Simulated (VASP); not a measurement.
# Zr (Im-3m) in VASP: further runs

The runs below take Zr through single point, with PBE, LDA.

All numbers are computed with VASP 6.6.1; they aren't measurements. Logs are shortened: lines on timing, memory, paths and dates and some standing lists are left out, and cuts for length are marked.

## (1) The cell of the first run

Symmetry: Im-3m, No. 229, cubic system. The conventional cell has a = 3.620 Å, b = 3.620 Å, c = 3.620 Å, α = 90.00°, β = 90.00°, γ = 90.00°. Zr (site symmetry m-3m) has 14 Zr at 3.14 to 3.62 Å within 4.1 Å.

## (2) Single point, PBE

The input, INCAR:

```
SYSTEM = Zr
ALGO     = Normal         ! electronic algorithm
EDIFF    = 1E-6           ! SCF threshold, eV
ENCUT    = 500            ! plane-wave cutoff, eV
GGA      = PE             ! functional
GGA_COMPAT= .False.      
ISIF     = 2              ! what is computed and relaxed
ISMEAR   = -1             ! smearing method
LASPH    = .True.         ! aspherical terms in the spheres
LCHARG   = .False.        ! write CHGCAR
LREAL    = .False.        ! projectors in reciprocal space
LWAVE    = .False.        ! write WAVECAR
NBANDS   = 12             ! bands
NELM     = 120            ! most SCF steps
PREC     = Accurate       ! precision mode
SIGMA    = 0.03           ! smearing width, eV
```

The input, KPOINTS:

```
k-points
0
Gamma
  4 4 4
  0 0 0
```

The input, POSCAR:

```
Zr
1.0
   -1.8100000000      1.8100000000      1.8100000000
    1.8100000000     -1.8100000000      1.8100000000
    1.8100000000      1.8100000000     -1.8100000000
Zr
1
Direct
    0.0000000000      0.0000000000      0.0000000000
```

Potentials or basis: VASP PAW PBE potentials, release 64 (Zr_sv).

On the command line:

```bash
> cat potpaw_PBE.64/Zr_sv/POTCAR > POTCAR
> mpirun -np 1 vasp_std > vasp.out
```

OUTCAR:

```text
SYSTEM = Zr
   EDIFF = 1E-6
   ENCUT = 500
   GGA = PE
   ISIF = 2
   ISMEAR = -1
   LASPH = .True.
   LREAL = .False.
   NELM = 120
   PREC = Accurate

 ion  position               nearest neighbor table
   1  0.000  0.000  0.000-

  LATTYP: Found a body centered cubic cell.
 ALAT       =     3.6200000000

  Lattice vectors:

 A1 = (  -1.8100000000,   1.8100000000,   1.8100000000)
 A2 = (   1.8100000000,  -1.8100000000,   1.8100000000)
 A3 = (   1.8100000000,   1.8100000000,  -1.8100000000)

Analysis of symmetry for initial positions (statically):
=====================================================================
 Subroutine PRICEL returns:
 Original cell was already a primitive cell.

 Routine SETGRP: Setting up the symmetry group for a
 body centered cubic supercell.

 Subroutine GETGRP returns: Found 48 space group operations
 (whereof 48 operations were pure point group operations)
 out of a pool of 48 trial point group operations.

The static configuration has the point symmetry O_h .

Analysis of symmetry for dynamics (positions and initial velocities):
=====================================================================
 Subroutine PRICEL returns:
 Original cell was already a primitive cell.

 Routine SETGRP: Setting up the symmetry group for a
 body centered cubic supercell.

 Subroutine GETGRP returns: Found 48 space group operations
 (whereof 48 operations were pure point group operations)
 out of a pool of 48 trial point group operations.

The dynamic configuration has the point symmetry O_h .

 Subroutine INISYM returns: Found 48 space group operations
 (whereof 48 operations are pure point group operations),
 and found     1 'primitive' translations

----------------------------------------------------------------------------------------

                                     Primitive cell

  volume of cell :      23.7190

  direct lattice vectors                    reciprocal lattice vectors
    -1.810000000  1.810000000  1.810000000     0.000000000  0.276243094  0.276243094
     1.810000000 -1.810000000  1.810000000     0.276243094  0.000000000  0.276243094
     1.810000000  1.810000000 -1.810000000     0.276243094  0.276243094  0.000000000

  length of vectors
     3.135011962  3.135011962  3.135011962     0.390666730  0.390666730  0.390666730

  position of ions in fractional coordinates (direct lattice)
     0.000000000  0.000000000  0.000000000

  ion indices of the primitive-cell ions
   primitive index   ion index
                 1           1

----------------------------------------------------------------------------------------

 KPOINTS: k-points

Automatic generation of k-mesh.
 Grid dimensions read from file:
 generate k-points for:    4    4    4

 Generating k-lattice:

  Cartesian coordinates                     Fractional coordinates (reciprocal lattice)
     0.000000000  0.069060773  0.069060773     0.250000000  0.000000000  0.000000000
     0.069060773  0.000000000  0.069060773     0.000000000  0.250000000  0.000000000
     0.069060773  0.069060773  0.000000000     0.000000000  0.000000000  0.250000000

  Length of vectors
     0.097666682  0.097666682  0.097666682

  Shift w.r.t. Gamma in fractional coordinates (k-lattice)
     0.000000000  0.000000000  0.000000000

 Subroutine IBZKPT returns following result:
 ===========================================

 Found      8 irreducible k-points:

 Following reciprocal coordinates:
            Coordinates               Weight
  0.000000  0.000000  0.000000      1.000000
  0.250000  0.000000  0.000000     12.000000
  0.500000  0.000000  0.000000      6.000000
  0.250000  0.250000  0.000000     24.000000
  0.250000  0.250000  0.250000      2.000000
 -0.250000  0.250000  0.250000      6.000000
  0.500000  0.500000  0.250000     12.000000
  0.500000  0.500000  0.500000      1.000000
   k-points           NKPTS =      8   k-points in BZ     NKDIM =      8   number of bands    NBANDS=     12
   number of dos      NEDOS =    301   number of ions     NIONS =      1
   total plane-waves  NPLWV =  13824
   dimension x,y,z NGX =    24 NGY =   24 NGZ =   24
   dimension x,y,z NGXF=    48 NGYF=   48 NGZF=   48
   ions per type =               1
   NGX,Y,Z   is equivalent  to a cutoff of  12.73, 12.73, 12.73 a.u.
   NGXF,Y,Z  is equivalent  to a cutoff of  25.45, 25.45, 25.45 a.u.
 SYSTEM =  Zr
   PREC   = accura    normal or accurate (medium, high low for compatibility)
   ISTART =      0    job   : 0-new  1-cont  2-samecut
   ICHARG =      2    charge: 1-file 2-atom 10-const
   ISPIN  =      1    spin polarized calculation?
   LNONCOLLINEAR =      F non collinear calculations
   LSORBIT =      F    spin-orbit coupling
   LASPH  =      T    aspherical Exc in radial PAW
   ENCUT  =  500.0 eV  36.75 Ry    6.06 a.u.   5.72  5.72  5.72*2*pi/ulx,y,z
   NELM   =    120;   NELMIN=  2; NELMDL= -5     # of ELM steps
   EDIFF  = 0.1E-05   stopping-criterion for ELM
   LREAL  =      F    real-space projection
   EDIFFG = 0.1E-04   stopping-criterion for IOM
   NSW    =      0    number of steps for IOM
   IBRION =     -1    ionic relax: 0-MD 1-quasi-New 2-CG
   NFREE  =      0    steps in history (QN), initial steepest desc. (CG)
   ISIF   =      2    stress and relaxation
   ISYM   =      2    0-nonsym 1-usesym 2-fastsym
   POTIM  = 0.5000    time-step for ionic-motion
   TEBEG  =    0.0;   TEEND  =   0.0 temperature during run
   PSTRESS=    0.0 pullay stress
   NELECT =      12.0000    total number of electrons
   NUPDOWN=      -1.0000    fix difference up-down
   EMIN   =  10.00;   EMAX   =-10.00  energy-range for DOS
   EFERMI =   0.00;   METHOD = LEGACY
   ISMEAR =    -1;   SIGMA  =   0.03  broadening in eV -4-tet -1-fermi 0-gaus
   EFERMI_NEDOS =   21; number of points for ismear=-14 and -15
   IALGO  =     38    algorithm
   IMIX   =      4    mixing-type and parameters
     AMIX     =   0.40;   BMIX     =  1.00
     AMIX_MAG =   1.60;   BMIX_MAG =  1.00
  volume/ion in A,a.u.               =      23.72       160.06
  Fermi-wavevector in a.u.,A,eV,Ry     =   1.304478  2.465105 23.152520  1.701662
  Thomas-Fermi vector in A             =   2.435411
   LORBIT       =      0    0 simple, 1 ext, 2 COOP (PROOUT), +10 PAW based schemes
   GGA     = PE    functional components
   LHFCALC =     F    Hartree Fock is set to
   AEXX    =    0.0000 exact exchange contribution
   IVDW    =     0    specifies the selected vdW correction
   LEPSILON=     F    determine dielectric tensor
   LRPA    =     F    only Hartree local field effects (RPA)
 non-spin polarized calculation
  energy-cutoff  :      500.00
  volume of cell :       23.72
 maximum number of plane-waves:       614
 NGX is ok and might be reduce to    24
   NGX = 11   NGY = 11   NGZ = 11

 number of electron      12.0000000 magnetization

 Free energy of the ion-electron system (eV)
  ---------------------------------------------------
  ext. energy  EPLUGINS =         0.00000000
  ---------------------------------------------------
  free energy    TOTEN  =        -8.43556423 eV

  energy without entropy =       -8.41837479  energy(sigma->0) =       -8.42696951

 E-fermi :   8.4998     XC(G=0): -11.0039

 val. band max:        8.2627081030   @ k =  -0.2500   0.2500   0.2500
 cond. band min:       8.5069989940   @ k =   0.2500   0.2500   0.0000
 fundamental gap:      0.2442908910
 Fermi energy:         8.4998316512

 k-point     1 :       0.0000    0.0000    0.0000
  band No.  band energies     occupation
      1     -40.1228      2.00000
      2     -17.6553      2.00000
      3     -17.6553      2.00000
      4     -17.6553      2.00000
      5       3.1716      2.00000
      6       9.5756      0.00000
      7       9.5756      0.00000
      8       9.5756      0.00000
      9      11.9870      0.00000
     10      11.9870      0.00000
     11      20.8395      0.00000
     12      20.8395      0.00000

 k-point     2 :       0.2500    0.0000    0.0000
  band No.  band energies     occupation
      1     -40.0538      2.00000
      2     -18.1211      2.00000
      3     -17.8011      2.00000
      4     -17.6585      2.00000
      5       4.8838      2.00000
      6       8.5987      0.07148
      7       8.9071      0.00000
      8      11.4677      0.00000
      9      11.5538      0.00000
     10      12.1117      0.00000
     11      20.8627      0.00000
     12      22.0021      0.00000

 k-point     3 :       0.5000    0.0000    0.0000
  band No.  band energies     occupation
      1     -39.9838      2.00000
      2     -18.5567      2.00000
      3     -17.9426      2.00000
      4     -17.6619      2.00000
      5       5.7658      2.00000
      6       7.8432      2.00000
      7      10.0230      0.00000
      8      11.9661      0.00000
      9      12.6136      0.00000
     10      14.5968      0.00000
     11      18.4539      0.00000
     12      18.4715      0.00000

 k-point     4 :       0.2500    0.2500    0.0000
  band No.  band energies     occupation
      1     -39.9839      2.00000
      2     -18.3930      2.00000
      3     -18.0346      2.00000
      4     -17.7501      2.00000
      5       6.7349      2.00000
      6       7.8358      2.00000
      7       8.5070      0.88111
      8      11.6783      0.00000
      9      12.6142      0.00000
     10      15.0725      0.00000
     11      18.3667      0.00000
     12      20.3738      0.00000

 k-point     5 :       0.2500    0.2500    0.2500
  band No.  band energies     occupation
      1     -39.9735      2.00000
      2     -18.1085      2.00000
      3     -18.1085      2.00000
      4     -18.1085      2.00000
      5       7.9553      2.00000
      6       7.9553      2.00000
      7       7.9553      2.00000
      8      12.7294      0.00000
      9      12.7294      0.00000
     10      15.7608      0.00000
     11      18.6748      0.00000
     12      18.6748      0.00000

 k-point     6 :      -0.2500    0.2500    0.2500
  band No.  band energies     occupation
      1     -39.9945      2.00000
      2     -18.1386      2.00000
      3     -17.9598      2.00000
      4     -17.9598      2.00000
      5       6.2273      2.00000
      6       8.2627      1.99926
      7       9.9258      0.00000
      8       9.9258      0.00000
      9      11.3718      0.00000
     10      12.9202      0.00000
     11      20.8236      0.00000
     12      23.7655      0.00000

 k-point     7 :       0.5000    0.5000    0.2500
  band No.  band energies     occupation
      1     -39.9344      2.00000
      2     -18.4192      2.00000
      3     -18.1132      2.00000
      4     -17.9780      2.00000
      5       6.7178      2.00000
      6       7.4426      2.00000
      7       9.8244      0.00000
      8      10.4433      0.00000
      9      14.2614      0.00000
     10      15.0769      0.00000
     11      17.7292      0.00000
     12      19.8669      0.00000

 k-point     8 :       0.5000    0.5000    0.5000
  band No.  band energies     occupation
      1     -39.8846      2.00000
      2     -18.2776      2.00000
      3     -18.2776      2.00000
      4     -18.2776      2.00000
      5       6.0321      2.00000
      6       6.0321      2.00000
      7      13.9517      0.00000
      8      13.9517      0.00000
      9      13.9517      0.00000
     10      15.7640      0.00000
     11      15.7640      0.00000
     12      15.7640      0.00000

------------------------ aborting loop because EDIFF is reached ----------------------------------------

  FORCE on cell =-STRESS in cart. coord.  units (eV):
  Direction    XX          YY          ZZ          XY          YZ          ZX
  --------------------------------------------------------------------------------------
  -------------------------------------------------------------------------------------
  Total       -0.2631002     -0.2631002     -0.2631002      0.0000000      0.0000000     -0.0000000
  in kB      -17.7719895    -17.7719895    -17.7719895      0.0000000      0.0000000     -0.0000000
  external PRESSURE =     -17.7719895 kB  Pullay stress =       0.0000000 kB

 VOLUME and BASIS-vectors are now :
 -----------------------------------------------------------------------------
  energy-cutoff  :      500.00
  volume of cell :       23.72
      direct lattice vectors                 reciprocal lattice vectors
    -1.810000000  1.810000000  1.810000000     0.000000000  0.276243094  0.276243094
     1.810000000 -1.810000000  1.810000000     0.276243094  0.000000000  0.276243094
     1.810000000  1.810000000 -1.810000000     0.276243094  0.276243094  0.000000000

 POSITION                                       TOTAL-FORCE (eV/Angst)
 -----------------------------------------------------------------------------------
      0.00000      0.00000      0.00000        -0.000000      0.000000      0.000000
 -----------------------------------------------------------------------------------
    total drift:                               -0.000000      0.000000      0.000000

  FREE ENERGIE OF THE ION-ELECTRON SYSTEM (eV)
  ---------------------------------------------------
  free  energy   TOTEN  =        -8.4355642324 eV

  energy  without entropy=       -8.4183747855  energy(sigma->0) =       -8.42696951
```

It used 6.7 s of CPU time on 1 thread of AMD EPYC 7R13 Processor (Zen 3), on a shared host.

Results:

* Free energy: -8.4356 eV
* Pressure: -1.8 GPa
* Band gap on the k mesh: zero (band 6 reaches 9.58 eV, above the bottom of band 7 at 7.96 eV)

Caveat: the k points lie up to 0.61 Å⁻¹ apart.

(Continued in part 2 of 2.)
